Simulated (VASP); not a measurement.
Runs of VASP 6.6.1 on AsPt. The structure is that of space group Fd-3m (No. 227), or close to it. The cells are those of the table. 

```tsv
task	cell	k mesh	cutoff (eV)	gap on the mesh (eV)	pressure (GPa)	relaxed volume (Å³/atom)
single point	a = 4.579 Å, angles 60.0°, 4 atoms	4 × 4 × 4	520	none	-0.1	-
relaxation of cell and atoms	relaxed from a = 4.579 Å, angles 60.0°, 4 atoms	12 × 12 × 12	600	none	0.0	(a)
relaxation of cell and atoms	relaxed from a = 4.784 Å, angles 60.0°, 4 atoms	4 × 4 × 4	600	none	-0.1	16.97
single point	a = 4.584 Å, angles 60.0°, 4 atoms	12 × 12 × 12	520	none	-0.1	-
```

Alike in all rows: level PBE; potentials or basis VASP PAW PBE potentials, release 64 (As, Pt); no spin polarisation; smearing gaussian 0.1 eV.

Q: Estimate the missing entries.

A: (a) 17.02.

Caveats: some runs use coarse meshes; spin-orbit coupling is left out, which moves the levels of the heavy elements.

A k mesh can miss the band edges, and the runs leave out spin-orbit coupling on As, Pt.

A gap of «none» marks levels without a gap at the run's occupations.
